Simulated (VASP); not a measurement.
# Sb3Au (Im-3m) in VASP: notebook

The runs below take Sb3Au through electric field gradients, with LDA.

Program: VASP 6.6.1. These are calculated values, not measurements. Logs are shortened: lines on timing, memory, paths and dates and some standing lists are left out, and cuts for length are marked.

### 1 The cell of the first run

It takes space group Im-3m (No. 229, cubic). The conventional cell has a = 6.039 Å, b = 6.039 Å, c = 6.039 Å, α = 90.00°, β = 90.00°, γ = 90.00°. Within 4.0 Å of Sb (site symmetry 4/mmm) lie 4 Sb at 3.02 Å and 2 Au at 3.02 Å. Within 4.0 Å of Au (site symmetry m-3m) lie 6 Sb at 3.02 Å.

### 2 Electric field gradients, LDA (27.53 Å³/atom)

Input file INCAR:

```
PREC = Accurate
ENCUT = 520
EDIFF = 1E-8
ISMEAR = -1
SIGMA = 0.05
LREAL = False
LASPH = True
NELM = 80
ALGO = Normal
ISIF = 2
LWAVE = False
LCHARG = False
GGA = CA
LEFG = True
NBANDS = 21
```

Input file KPOINTS:

```
Automatic mesh
0
Gamma
  10 10 10
```

Input file POSCAR:

```
Sb3Au
1.0
   -3.0195967007      3.0195967007      3.0195967007
    3.0195967007     -3.0195967007      3.0195967007
    3.0195967007      3.0195967007     -3.0195967007
Sb Au
3 1
Direct
    0.0000000000      0.5000000000      0.5000000000
    0.5000000000      0.0000000000      0.5000000000
    0.5000000000      0.5000000000      0.0000000000
    0.0000000000      0.0000000000      0.0000000000
```

Potentials or basis: VASP PAW LDA potentials, release 64 (Sb, Au).

Launch:

```
> cat potpaw_LDA.64/Sb/POTCAR potpaw_LDA.64/Au/POTCAR > POTCAR
> mpirun -np 1 vasp_std > vasp.out
```

OUTCAR:

```text
PREC = Accurate
   ENCUT = 520
   EDIFF = 1E-8
   ISMEAR = -1
   LREAL = False
   LASPH = True
   NELM = 80
   ISIF = 2
   GGA = CA

 ion  position               nearest neighbor table
   1  0.000  0.500  0.500-   2 3.02   3 3.02   4 3.02   4 3.02   3 3.02   2 3.02
   2  0.500  0.000  0.500-   1 3.02   3 3.02   4 3.02   3 3.02   4 3.02   1 3.02
   3  0.500  0.500  0.000-   1 3.02   2 3.02   4 3.02   2 3.02   1 3.02   4 3.02
   4  0.000  0.000  0.000-   1 3.02   2 3.02   3 3.02   1 3.02   2 3.02   3 3.02

  LATTYP: Found a body centered cubic cell.
 ALAT       =     6.0391934014

  Lattice vectors:

 A1 = (  -3.0195967007,   3.0195967007,   3.0195967007)
 A2 = (   3.0195967007,  -3.0195967007,   3.0195967007)
 A3 = (   3.0195967007,   3.0195967007,  -3.0195967007)

Analysis of symmetry for initial positions (statically):
=====================================================================
 Subroutine PRICEL returns:
 Original cell was already a primitive cell.

 Routine SETGRP: Setting up the symmetry group for a
 body centered cubic supercell.

 Subroutine GETGRP returns: Found 48 space group operations
 (whereof 48 operations were pure point group operations)
 out of a pool of 48 trial point group operations.

The static configuration has the point symmetry O_h .

Analysis of symmetry for dynamics (positions and initial velocities):
=====================================================================
 Subroutine PRICEL returns:
 Original cell was already a primitive cell.

 Routine SETGRP: Setting up the symmetry group for a
 body centered cubic supercell.

 Subroutine GETGRP returns: Found 48 space group operations
 (whereof 48 operations were pure point group operations)
 out of a pool of 48 trial point group operations.

The dynamic configuration has the point symmetry O_h .

 Subroutine INISYM returns: Found 48 space group operations
 (whereof 48 operations are pure point group operations),
 and found     1 'primitive' translations

----------------------------------------------------------------------------------------

                                     Primitive cell

  volume of cell :     110.1303

  direct lattice vectors                    reciprocal lattice vectors
    -3.019596701  3.019596701  3.019596701     0.000000000  0.165585027  0.165585027
     3.019596701 -3.019596701  3.019596701     0.165585027  0.000000000  0.165585027
     3.019596701  3.019596701 -3.019596701     0.165585027  0.165585027  0.000000000

  length of vectors
     5.230094904  5.230094904  5.230094904     0.234172590  0.234172590  0.234172590

  position of ions in fractional coordinates (direct lattice)
     0.000000000  0.500000000  0.500000000
     0.500000000  0.000000000  0.500000000
     0.500000000  0.500000000  0.000000000
     0.000000000  0.000000000  0.000000000

  ion indices of the primitive-cell ions
   primitive index   ion index
                 1           1
                 2           2
                 3           3
                 4           4

----------------------------------------------------------------------------------------

 KPOINTS: Automatic mesh

Automatic generation of k-mesh.
 Grid dimensions read from file:
 generate k-points for:   10   10   10

 Generating k-lattice:

  Cartesian coordinates                     Fractional coordinates (reciprocal lattice)
     0.000000000  0.016558503  0.016558503     0.100000000  0.000000000  0.000000000
     0.016558503  0.000000000  0.016558503     0.000000000  0.100000000  0.000000000
     0.016558503  0.016558503  0.000000000     0.000000000  0.000000000  0.100000000

  Length of vectors
     0.023417259  0.023417259  0.023417259

  Shift w.r.t. Gamma in fractional coordinates (k-lattice)
     0.000000000  0.000000000  0.000000000

 Subroutine IBZKPT returns following result:
 ===========================================

 Found     47 irreducible k-points:

 Following reciprocal coordinates:
            Coordinates               Weight
  0.000000  0.000000  0.000000      1.000000
  0.100000  0.000000  0.000000     12.000000
  0.200000  0.000000  0.000000     12.000000
  0.300000  0.000000  0.000000     12.000000
  0.400000  0.000000  0.000000     12.000000
  0.500000  0.000000  0.000000      6.000000
[... 16 lines left out ...]
  0.300000  0.300000  0.100000      8.000000
 -0.300000  0.300000  0.100000     24.000000
 [... further k-points ...]
   k-points           NKPTS =     47   k-points in BZ     NKDIM =     47   number of bands    NBANDS=     21
   number of dos      NEDOS =    301   number of ions     NIONS =      4
   total plane-waves  NPLWV =  64000
   dimension x,y,z NGX =    40 NGY =   40 NGZ =   40
   dimension x,y,z NGXF=    80 NGYF=   80 NGZF=   80
   ions per type =               3   1
   NGX,Y,Z   is equivalent  to a cutoff of  12.71, 12.71, 12.71 a.u.
   NGXF,Y,Z  is equivalent  to a cutoff of  25.43, 25.43, 25.43 a.u.
 SYSTEM =  unknown system
   PREC   = accura    normal or accurate (medium, high low for compatibility)
   ISTART =      0    job   : 0-new  1-cont  2-samecut
   ICHARG =      2    charge: 1-file 2-atom 10-const
   ISPIN  =      1    spin polarized calculation?
   LNONCOLLINEAR =      F non collinear calculations
   LSORBIT =      F    spin-orbit coupling
   LASPH  =      T    aspherical Exc in radial PAW
   ENCUT  =  520.0 eV  38.22 Ry    6.18 a.u.   9.72  9.72  9.72*2*pi/ulx,y,z
   NELM   =     80;   NELMIN=  2; NELMDL= -5     # of ELM steps
   EDIFF  = 0.1E-07   stopping-criterion for ELM
   LREAL  =      F    real-space projection
   EDIFFG = 0.1E-06   stopping-criterion for IOM
   NSW    =      0    number of steps for IOM
   IBRION =     -1    ionic relax: 0-MD 1-quasi-New 2-CG
   NFREE  =      0    steps in history (QN), initial steepest desc. (CG)
   ISIF   =      2    stress and relaxation
   ISYM   =      2    0-nonsym 1-usesym 2-fastsym
   POTIM  = 0.5000    time-step for ionic-motion
   TEBEG  =    0.0;   TEEND  =   0.0 temperature during run
   PSTRESS=    0.0 pullay stress
   NELECT =      26.0000    total number of electrons
   NUPDOWN=      -1.0000    fix difference up-down
   EMIN   =  10.00;   EMAX   =-10.00  energy-range for DOS
   EFERMI =   0.00;   METHOD = LEGACY
   ISMEAR =    -1;   SIGMA  =   0.05  broadening in eV -4-tet -1-fermi 0-gaus
   EFERMI_NEDOS =   21; number of points for ismear=-14 and -15
   IALGO  =     38    algorithm
   IMIX   =      4    mixing-type and parameters
     AMIX     =   0.40;   BMIX     =  1.00
     AMIX_MAG =   1.60;   BMIX_MAG =  1.00
  volume/ion in A,a.u.               =      27.53       185.80
  Fermi-wavevector in a.u.,A,eV,Ry     =   1.011805  1.912035 13.928968  1.023750
  Thomas-Fermi vector in A             =   2.144877
   LORBIT       =      0    0 simple, 1 ext, 2 COOP (PROOUT), +10 PAW based schemes
   GGA     = CA    functional components
   LHFCALC =     F    Hartree Fock is set to
   AEXX    =    0.0000 exact exchange contribution
   IVDW    =     0    specifies the selected vdW correction
   LEPSILON=     F    determine dielectric tensor
   LRPA    =     F    only Hartree local field effects (RPA)
 non-spin polarized calculation
  energy-cutoff  :      520.00
  volume of cell :      110.13
 maximum number of plane-waves:      3043
   NGX = 19   NGY = 19   NGZ = 19

 number of electron      25.9999999 magnetization

 Free energy of the ion-electron system (eV)
  ---------------------------------------------------
  ext. energy  EPLUGINS =         0.00000000
  ---------------------------------------------------
  free energy    TOTEN  =       -18.51424434 eV

  energy without entropy =      -18.49678177  energy(sigma->0) =      -18.50551306

 E-fermi :   6.7934     XC(G=0): -10.1892

 val. band max:        6.7924963286   @ k =   0.2000   0.1000   0.0000
 cond. band min:       6.7957450492   @ k =   0.4000   0.1000   0.1000
 fundamental gap:      0.0032487206
 Fermi energy:         6.7934058320

 k-point     1 :       0.0000    0.0000    0.0000
  band No.  band energies     occupation
      1      -5.2125      2.00000
      2      -0.6472      2.00000
      3      -0.6472      2.00000
      4       2.8870      2.00000
      5       2.8870      2.00000
      6       2.8870      2.00000
[... 13 lines left out ...]
     20      11.8421      0.00000
     21      11.8421      0.00000

 k-point     2 :       0.1000    0.0000    0.0000
  band No.  band energies     occupation
      1      -5.1399      2.00000
      2      -0.8527      2.00000
      3      -0.6903      2.00000
      4       2.7076      2.00000
      5       2.7484      2.00000
      6       2.8985      2.00000
[... 13 lines left out ...]
     20      11.5007      0.00000
     21      11.9665      0.00000

 k-point     3 :       0.2000    0.0000    0.0000
  band No.  band energies     occupation
      1      -4.9252      2.00000
      2      -1.3663      2.00000
      3      -0.7934      2.00000
      4       2.4469      2.00000
      5       2.5793      2.00000
      6       2.8065      2.00000
[... 13 lines left out ...]
     20      11.8694      0.00000
     21      12.3085      0.00000
[... 457 lines left out ...]
 k-point    23 :       0.3000    0.3000    0.1000
  band No.  band energies     occupation
      1      -3.1547      2.00000
      2      -3.1547      2.00000
      3      -2.1567      2.00000
      4       1.5474      2.00000
      5       2.2198      2.00000
      6       2.2198      2.00000
[... 13 lines left out ...]
     20      11.4437      0.00000
     21      12.3623      0.00000

 k-point    24 :      -0.3000    0.3000    0.1000
  band No.  band energies     occupation
      1      -4.5189      2.00000
      2      -2.1498      2.00000
      3      -0.8014      2.00000
      4       2.0925      2.00000
      5       2.1985      2.00000
      6       2.5375      2.00000
[... 13 lines left out ...]
     20      12.9396      0.00000
     21      13.2021      0.00000

 [... further k-points ...]

------------------------ aborting loop because EDIFF is reached ----------------------------------------

  FORCE on cell =-STRESS in cart. coord.  units (eV):
  Direction    XX          YY          ZZ          XY          YZ          ZX
  --------------------------------------------------------------------------------------
  -------------------------------------------------------------------------------------
  Total       -4.7024012     -4.7024012     -4.7024012      0.0000000      0.0000000     -0.0000000
  in kB      -68.4106064    -68.4106064    -68.4106064      0.0000000      0.0000000     -0.0000000
  external PRESSURE =     -68.4106064 kB  Pullay stress =       0.0000000 kB

 VOLUME and BASIS-vectors are now :
 -----------------------------------------------------------------------------
  energy-cutoff  :      520.00
  volume of cell :      110.13
      direct lattice vectors                 reciprocal lattice vectors
    -3.019596701  3.019596701  3.019596701     0.000000000  0.165585027  0.165585027
     3.019596701 -3.019596701  3.019596701     0.165585027  0.000000000  0.165585027
     3.019596701  3.019596701 -3.019596701     0.165585027  0.165585027  0.000000000

 POSITION                                       TOTAL-FORCE (eV/Angst)
 -----------------------------------------------------------------------------------
      3.01960      0.00000      0.00000         0.000000     -0.000000     -0.000000
      0.00000      3.01960      0.00000        -0.000000      0.000000      0.000000
      0.00000      0.00000      3.01960        -0.000000      0.000000     -0.000000
      0.00000      0.00000      0.00000         0.000000      0.000000      0.000000
 -----------------------------------------------------------------------------------
    total drift:                               -0.000000      0.000000      0.000000

  FREE ENERGIE OF THE ION-ELECTRON SYSTEM (eV)
  ---------------------------------------------------
  free  energy   TOTEN  =       -18.5142443434 eV

  energy  without entropy=      -18.4967817717  energy(sigma->0) =      -18.50551306

 Electric field gradients (V/A^2)
---------------------------------------------------------------------
 ion       V_xx      V_yy      V_zz      V_xy      V_xz      V_yz
---------------------------------------------------------------------
   1      -3.487     1.743     1.743    -0.000    -0.000    -0.000
   2       1.743    -3.487     1.743    -0.000    -0.000    -0.000
   3       1.743     1.743    -3.487    -0.000    -0.000    -0.000
   4       0.000    -0.000     0.000    -0.001    -0.001    -0.001
---------------------------------------------------------------------

 Electric field gradients after diagonalization (V/A^2)
 (convention: |V_zz| > |V_xx| > |V_yy|)
----------------------------------------------------------------------
 ion       V_xx      V_yy      V_zz     asymmetry (V_yy - V_xx)/ V_zz
----------------------------------------------------------------------
   1       1.743     1.743    -3.487       0.000
   2       1.743     1.743    -3.487       0.000
   3       1.743     1.743    -3.487       0.000
   4       0.001     0.001    -0.001       0.000
----------------------------------------------------------------------

           NMR quadrupolar parameters

 Cq : quadrupolar parameter    Cq=e*Q*V_zz/h
 eta: asymmetry parameters     (V_yy - V_xx)/ V_zz
 Q  : nuclear electric quadrupole moment in mb (millibarn)
----------------------------------------------------------------------
 ion       Cq(MHz)       eta       Q (mb)
----------------------------------------------------------------------
   1      -0.008       0.000       1.000
   2      -0.008       0.000       1.000
   3      -0.008       0.000       1.000
   4      -0.000       0.000       1.000
----------------------------------------------------------------------
```

Wall time 55 s (1 thread of Intel Xeon 6975P-C (Granite Rapids), shared host); peak memory 0.26 GiB.

Results:

- Free energy: -18.5142 eV
- Pressure: -6.8 GPa
- Band gap on the k mesh: zero (bands 13 and 14 overlap by 2.81 eV)
- Largest electric field gradient by atom: Sb -3.5; Au +0.0 V/Å²

Levels at points of the mesh, in eV from the Fermi level:
| k point | band 9 | band 10 | band 11 | band 12 | band 13 | band 14 | band 15 | band 16 | band 17 | band 18 |
| --- | --- | --- | --- | --- | --- | --- | --- | --- | --- | --- |
| (0.00, 0.00, 0.00) | -3.55 | -3.30 | -3.30 | -1.43 | -1.43 | -1.43 | -1.07 | 3.81 | 3.81 | 3.81 |
| (0.50, 0.00, 0.00) | -3.02 | -2.80 | -2.07 | -0.47 | -0.09 | 0.09 | 1.00 | 2.54 | 4.70 | 4.74 |
| (0.50, 0.50, 0.50) | -3.76 | -3.50 | -3.50 | -0.10 | -0.10 | -0.10 | 0.09 | 6.02 | 6.02 | 6.02 |

Electric field gradients, principal values (V/Å²):
```csv
atom,least,middle,greatest (by size)
1 Sb,1.743,1.743,-3.487
2 Sb,1.743,1.743,-3.487
3 Sb,1.743,1.743,-3.487
4 Au,-0.001,0.001,0.001
```

Caveat: the cell stands under tension; without QUAD_EFG the Cq values of the log hold for a quadrupole moment of 1 mb, not for the nuclei; spin-orbit coupling is left out, which moves the levels of the heavy elements.

(Continued in part 2 of 3.)

The gap in the log of VASP goes by the Fermi energy; the results here count the filled bands.